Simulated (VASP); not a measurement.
# MgS (F-43m) in VASP: notebook

Aim: see how the results for MgS move with the level of theory and the settings. Levels: HSE06, PBE0. Tasks: single point.

Program: VASP 6.6.1. These are calculated values, not measurements. Logs are shortened: lines on timing, memory, paths and dates and some standing lists are left out, and cuts for length are marked.

### 1 The cell of the first run

Symmetry: F-43m, No. 216, cubic system. Conventional cell: a = 5.666 Å, b = 5.666 Å, c = 5.666 Å, α = 90.00°, β = 90.00°, γ = 90.00°. S (site symmetry -43m) has 4 Mg at 2.45 Å within 3.2 Å. Mg (site symmetry -43m) has 4 S at 2.45 Å within 3.2 Å.

### 2 Single point, HSE06

POSCAR reads:

```
MgS
1.0
    0.0000000000      2.8331200468      2.8331200468
    2.8331200468      0.0000000000      2.8331200468
    2.8331200468      2.8331200468      0.0000000000
S Mg
1 1
Direct
    0.2500000000      0.2500000000      0.2500000000
    0.0000000000      0.0000000000      0.0000000000
```

INCAR.step1 reads:

```
PREC = Accurate ; ENCUT = 520
EDIFF = 1E-5 ; ISMEAR = 0
SIGMA = 0.01 ; LREAL = False
LASPH = True ; NELM = 80
ALGO = Normal ; ISIF = 2
LWAVE = True ; LCHARG = False
GGA = PE ; NBANDS = 11
```

INCAR.step2 reads:

```
PREC = Accurate ; ENCUT = 520
EDIFF = 1E-6 ; ISMEAR = 0
SIGMA = 0.01 ; LREAL = False
LASPH = True ; NELM = 80
ALGO = Normal ; ISIF = 2
LWAVE = False ; LCHARG = False
GGA = PE ; LHFCALC = True
HFSCREEN = 0.2079 ; PRECFOCK = Normal
ISTART = 1 ; NBANDS = 11
```

KPOINTS reads:

```
Automatic mesh
0
Gamma
  6 6 6
```

Potentials or basis: VASP PAW PBE potentials, release 64 (S, Mg).

On the command line:

```sh
cat potpaw_PBE.64/S/POTCAR potpaw_PBE.64/Mg/POTCAR > POTCAR
cp INCAR.step1 INCAR
mpirun -np 1 vasp_std > vasp.out
cp INCAR.step2 INCAR
mpirun -np 1 vasp_std > vasp.out
```

OUTCAR:

```text
PREC = Accurate
   ENCUT = 520
   EDIFF = 1E-6
   ISMEAR = 0
   LREAL = False
   LASPH = True
   NELM = 80
   ISIF = 2
   GGA = PE
   LHFCALC = True
   HFSCREEN = 0.2079
   PRECFOCK = Normal
   ISTART = 1

 ion  position               nearest neighbor table
   1  0.250  0.250  0.250-   2 2.45   2 2.45   2 2.45   2 2.45
   2  0.000  0.000  0.000-   1 2.45   1 2.45   1 2.45   1 2.45

  LATTYP: Found a face centered cubic cell.
 ALAT       =     5.6662400936

  Lattice vectors:

 A1 = (   0.0000000000,   2.8331200468,   2.8331200468)
 A2 = (   2.8331200468,   0.0000000000,   2.8331200468)
 A3 = (   2.8331200468,   2.8331200468,   0.0000000000)

Analysis of symmetry for initial positions (statically):
=====================================================================
 Subroutine PRICEL returns:
 Original cell was already a primitive cell.

 Routine SETGRP: Setting up the symmetry group for a
 face centered cubic supercell.

 Subroutine GETGRP returns: Found 24 space group operations
 (whereof 24 operations were pure point group operations)
 out of a pool of 48 trial point group operations.

The static configuration has the point symmetry T_d .

Analysis of symmetry for dynamics (positions and initial velocities):
=====================================================================
 Subroutine PRICEL returns:
 Original cell was already a primitive cell.

 Routine SETGRP: Setting up the symmetry group for a
 face centered cubic supercell.

 Subroutine GETGRP returns: Found 24 space group operations
 (whereof 24 operations were pure point group operations)
 out of a pool of 48 trial point group operations.

The dynamic configuration has the point symmetry T_d .

 Subroutine INISYM returns: Found 24 space group operations
 (whereof 24 operations are pure point group operations),
 and found     1 'primitive' translations

----------------------------------------------------------------------------------------

                                     Primitive cell

  volume of cell :      45.4805

  direct lattice vectors                    reciprocal lattice vectors
     0.000000000  2.833120047  2.833120047    -0.176483874  0.176483874  0.176483874
     2.833120047  0.000000000  2.833120047     0.176483874 -0.176483874  0.176483874
     2.833120047  2.833120047  0.000000000     0.176483874  0.176483874 -0.176483874

  length of vectors
[... 89 lines left out ...]
   EFERMI_NEDOS =   21; number of points for ismear=-14 and -15
   IALGO  =     38    algorithm
   IMIX   =      1    mixing-type and parameters
     AMIX     =   0.40;   BMIX     =  1.00
     AMIX_MAG =   1.60;   BMIX_MAG =  1.00
  volume/ion in A,a.u.               =      22.74       153.46
  Fermi-wavevector in a.u.,A,eV,Ry     =   0.917269  1.733386 11.447692  0.841382
  Thomas-Fermi vector in A             =   2.042218
   LORBIT       =      0    0 simple, 1 ext, 2 COOP (PROOUT), +10 PAW based schemes
   GGA     = PE    functional components
   LHFCALC =     T    Hartree Fock is set to
   PRECFOCK=normal    Normal, Fast or Accurate (Low or Medium for compatibility)
   ENCUT4O =  -1.0   cutoff for four orbital integrals eV
   NKREDX  =     1    reduce k-point grid by
   NKREDY  =     1    reduce k-point grid by
   NKREDZ  =     1    reduce k-point grid by
   AEXX    =    0.2500 exact exchange contribution
   HFSCREEN=    0.2079 screening length (either q_TF or 0.3 A-1)
   HFSCREENC=   0.2079 screening length for correlation (either q_TF or 0.3 A-1)
   ENCUTFOCK=  -1.0 apply spherical cutoff to Coloumb kernel
   IVDW    =     0    specifies the selected vdW correction
   LEPSILON=     F    determine dielectric tensor
   LRPA    =     F    only Hartree local field effects (RPA)
 non-spin polarized calculation
 Gauss-broadening in eV      SIGMA  =   0.01
  energy-cutoff  :      520.00
  volume of cell :       45.48
 maximum number of plane-waves:      1243
 NGX is ok and might be reduce to    30
  NGX = 24; NGY = 24; NGZ = 24

 number of electron       8.0000001 magnetization

 Free energy of the ion-electron system (eV)
  ---------------------------------------------------
  ext. energy  EPLUGINS =         0.00000000
  ---------------------------------------------------
  free energy    TOTEN  =        -9.84562707 eV

  energy without entropy =       -9.84562707  energy(sigma->0) =       -9.84562707

 E-fermi :   0.3686     XC(G=0):  -7.0126

 val. band max:        0.3163234331   @ k =   0.0000   0.0000   0.0000
 cond. band min:       4.8146489172   @ k =   0.0000   0.0000   0.0000
 fundamental gap:      4.4983254841
 Fermi energy:         0.3686430592

 k-point     1 :       0.0000    0.0000    0.0000
  band No.  band energies     occupation
      1     -12.0987      2.00000
      2       0.3163      2.00000
      3       0.3163      2.00000
      4       0.3163      2.00000
      5       4.8146      0.00000
      6       9.4933      0.00000
      7       9.4933      0.00000
      8       9.4933      0.00000
      9      12.5082      0.00000
     10      12.5082      0.00000
     11      15.3414      0.00000
[... 197 lines left out ...]
 k-point    16 :      -0.3333    0.5000    0.1667
  band No.  band energies     occupation
      1     -11.1029      2.00000
      2      -2.3923      2.00000
      3      -1.3645      2.00000
      4      -1.0303      2.00000
      5       6.3157      0.00000
      6       8.3283      0.00000
      7      10.9979      0.00000
      8      11.0475      0.00000
      9      14.3147      0.00000
     10      15.6432      0.00000
     11      15.7663      0.00000

------------------------ aborting loop because EDIFF is reached ----------------------------------------

  FORCE on cell =-STRESS in cart. coord.  units (eV):
  Direction    XX          YY          ZZ          XY          YZ          ZX
  --------------------------------------------------------------------------------------
  -------------------------------------------------------------------------------------
  Total       -0.0780133     -0.0780133     -0.0780133      0.0000000      0.0000000     -0.0000000
  in kB       -2.7482362     -2.7482362     -2.7482362      0.0000000      0.0000000     -0.0000000
  external PRESSURE =      -2.7482362 kB  Pullay stress =       0.0000000 kB

 VOLUME and BASIS-vectors are now :
 -----------------------------------------------------------------------------
  energy-cutoff  :      520.00
  volume of cell :       45.48
      direct lattice vectors                 reciprocal lattice vectors
     0.000000000  2.833120047  2.833120047    -0.176483874  0.176483874  0.176483874
     2.833120047  0.000000000  2.833120047     0.176483874 -0.176483874  0.176483874
     2.833120047  2.833120047  0.000000000     0.176483874  0.176483874 -0.176483874

 POSITION                                       TOTAL-FORCE (eV/Angst)
 -----------------------------------------------------------------------------------
      1.41656      1.41656      1.41656        -0.000000     -0.000000     -0.000000
      0.00000      0.00000      0.00000         0.000000      0.000000      0.000000
 -----------------------------------------------------------------------------------
    total drift:                                0.000000      0.000000      0.000000

  FREE ENERGIE OF THE ION-ELECTRON SYSTEM (eV)
  ---------------------------------------------------
  free  energy   TOTEN  =        -9.8456270681 eV

  energy  without entropy=       -9.8456270681  energy(sigma->0) =       -9.84562707
```

OUTCAR.step1:

```text
PREC = Accurate
   ENCUT = 520
   EDIFF = 1E-5
   ISMEAR = 0
   LREAL = False
[... 436 lines left out ...]
      1.41656      1.41656      1.41656        -0.000000     -0.000000     -0.000000
      0.00000      0.00000      0.00000         0.000000      0.000000      0.000000
 -----------------------------------------------------------------------------------
    total drift:                                0.000000      0.000000      0.000000

  FREE ENERGIE OF THE ION-ELECTRON SYSTEM (eV)
  ---------------------------------------------------
  free  energy   TOTEN  =        -8.4707587860 eV

  energy  without entropy=       -8.4707587860  energy(sigma->0) =       -8.47075879
```

It took 15 min on 1 thread of AMD EPYC 7R43 (Zen 3), shared host; peak memory 0.26 GiB.

Results:

| Property | Result |
| --- | --- |
| Free energy | -9.8456 eV |
| Pressure | -0.3 GPa |
| Band gap on the k mesh | 4.50 eV, direct |

Caveat: the PAW data sets were made with another functional, which shifts forces and pressure a little.

### 3 Single point, PBE0

POSCAR is that of step 2.

INCAR.step1 reads:

```
PREC     = Accurate       # precision mode
ENCUT    = 520            # plane-wave cutoff, eV
EDIFF    = 1E-5           # SCF threshold, eV
ISMEAR   = 0              # smearing method
SIGMA    = 0.01           # smearing width, eV
LREAL    = False          # projectors in reciprocal space
LASPH    = True           # aspherical terms in the spheres
NELM     = 100            # most SCF steps
ALGO     = Normal         # electronic algorithm
ISIF     = 2              # what is computed and relaxed
LWAVE    = True           # write WAVECAR
NBANDS   = 11             # bands
GGA      = PE             # functional
```

INCAR.step2 reads:

```
PREC     = Accurate       # precision mode
ENCUT    = 520            # plane-wave cutoff, eV
EDIFF    = 1E-6           # SCF threshold, eV
ISMEAR   = 0              # smearing method
SIGMA    = 0.01           # smearing width, eV
LREAL    = False          # projectors in reciprocal space
LASPH    = True           # aspherical terms in the spheres
NELM     = 100            # most SCF steps
ALGO     = Normal         # electronic algorithm
ISIF     = 2              # what is computed and relaxed
LWAVE    = False          # write WAVECAR
LCHARG   = True           # write CHGCAR
GGA      = PE             # functional
LHFCALC  = True           # exact exchange
AEXX     = 0.25           # exact-exchange fraction
PRECFOCK = Normal       
LELF     = True           # ELF
LVHAR    = True         
NBANDS   = 11             # bands
ISTART   = 1
```

KPOINTS reads:

```
regular mesh
0
Gamma
  6 6 6
```

Potentials or basis: VASP PAW PBE potentials, release 64 (S, Mg).

On the command line:

```sh
cat potpaw_PBE.64/S/POTCAR potpaw_PBE.64/Mg/POTCAR > POTCAR
cp INCAR.step1 INCAR
mpirun -np 1 vasp_std > vasp.out
cp INCAR.step2 INCAR
mpirun -np 1 vasp_std > vasp.out
```

OUTCAR:

```text
PREC = Accurate
   ENCUT = 520
   EDIFF = 1E-6
   ISMEAR = 0
   LREAL = False
   LASPH = True
   NELM = 100
   ISIF = 2
   GGA = PE
   LHFCALC = True
   AEXX = 0.25
   PRECFOCK = Normal
   ISTART = 1

 ion  position               nearest neighbor table
   1  0.250  0.250  0.250-   2 2.45   2 2.45   2 2.45   2 2.45
   2  0.000  0.000  0.000-   1 2.45   1 2.45   1 2.45   1 2.45

  LATTYP: Found a face centered cubic cell.
 ALAT       =     5.6662400936

[... 409 lines left out ...]
     11      16.1703      0.00000

------------------------ aborting loop because EDIFF is reached ----------------------------------------

  FORCE on cell =-STRESS in cart. coord.  units (eV):
  Direction    XX          YY          ZZ          XY          YZ          ZX
  --------------------------------------------------------------------------------------
  -------------------------------------------------------------------------------------
  Total       -0.1044931     -0.1044931     -0.1044931      0.0000000      0.0000000      0.0000000
  in kB       -3.6810632     -3.6810632     -3.6810632      0.0000000      0.0000000      0.0000000
  external PRESSURE =      -3.6810632 kB  Pullay stress =       0.0000000 kB

 VOLUME and BASIS-vectors are now :
 -----------------------------------------------------------------------------
  energy-cutoff  :      520.00
  volume of cell :       45.48
      direct lattice vectors                 reciprocal lattice vectors
     0.000000000  2.833120047  2.833120047    -0.176483874  0.176483874  0.176483874
     2.833120047  0.000000000  2.833120047     0.176483874 -0.176483874  0.176483874
     2.833120047  2.833120047  0.000000000     0.176483874  0.176483874 -0.176483874

 POSITION                                       TOTAL-FORCE (eV/Angst)
 -----------------------------------------------------------------------------------
      1.41656      1.41656      1.41656        -0.000000     -0.000000     -0.000000
      0.00000      0.00000      0.00000         0.000000      0.000000      0.000000
 -----------------------------------------------------------------------------------
    total drift:                                0.000000      0.000000      0.000000

  FREE ENERGIE OF THE ION-ELECTRON SYSTEM (eV)
  ---------------------------------------------------
  free  energy   TOTEN  =       -10.4026641185 eV

  energy  without entropy=      -10.4026641185  energy(sigma->0) =      -10.40266412
```

OUTCAR.step1:

```text
PREC = Accurate
   ENCUT = 520
   EDIFF = 1E-5
   ISMEAR = 0
   LREAL = False
[... 436 lines left out ...]
      1.41656      1.41656      1.41656        -0.000000     -0.000000     -0.000000
      0.00000      0.00000      0.00000         0.000000      0.000000      0.000000
 -----------------------------------------------------------------------------------
    total drift:                                0.000000      0.000000      0.000000

  FREE ENERGIE OF THE ION-ELECTRON SYSTEM (eV)
  ---------------------------------------------------
  free  energy   TOTEN  =        -8.4707587860 eV

  energy  without entropy=       -8.4707587860  energy(sigma->0) =       -8.47075879
```

OSZICAR.step1:

```text
N       E                     dE             d eps       ncg     rms          rms(c)
DAV:   1     0.251949820863E+02    0.25195E+02   -0.34826E+03   360   0.577E+02
DAV:   2    -0.697757939904E+01   -0.32173E+02   -0.31233E+02   419   0.100E+02
DAV:   3    -0.897286897673E+01   -0.19953E+01   -0.19922E+01   424   0.265E+01
DAV:   4    -0.898873198825E+01   -0.15863E-01   -0.15862E-01   434   0.290E+00
DAV:   5    -0.898891009538E+01   -0.17811E-03   -0.17811E-03   435   0.301E-01    0.404E+00
DAV:   6    -0.849826786494E+01    0.49064E+00   -0.12317E+00   370   0.412E+00    0.310E+00
DAV:   7    -0.846374321991E+01    0.34525E-01   -0.26866E-01   412   0.211E+00    0.242E+00
DAV:   8    -0.847138863401E+01   -0.76454E-02   -0.23174E-02   382   0.921E-01    0.135E+00
DAV:   9    -0.847054319734E+01    0.84544E-03   -0.23038E-03   394   0.239E-01    0.439E-01
DAV:  10    -0.847075353072E+01   -0.21033E-03   -0.66051E-04   409   0.120E-01    0.898E-02
DAV:  11    -0.847075878597E+01   -0.52552E-05   -0.53795E-05   421   0.298E-02
   1 F= -.84707588E+01 E0= -.84707588E+01  d E =-.228525E-14
```

It took 21 min on 1 thread of AMD EPYC 7R43 (Zen 3), shared host; peak memory 0.16 GiB.

Results:

| Property | Result |
| --- | --- |
| Free energy | -10.4027 eV |
| Pressure | -0.4 GPa |
| Band gap on the k mesh | 5.19 eV, direct |

Caveat: the PAW data sets were made with another functional, which shifts forces and pressure a little.
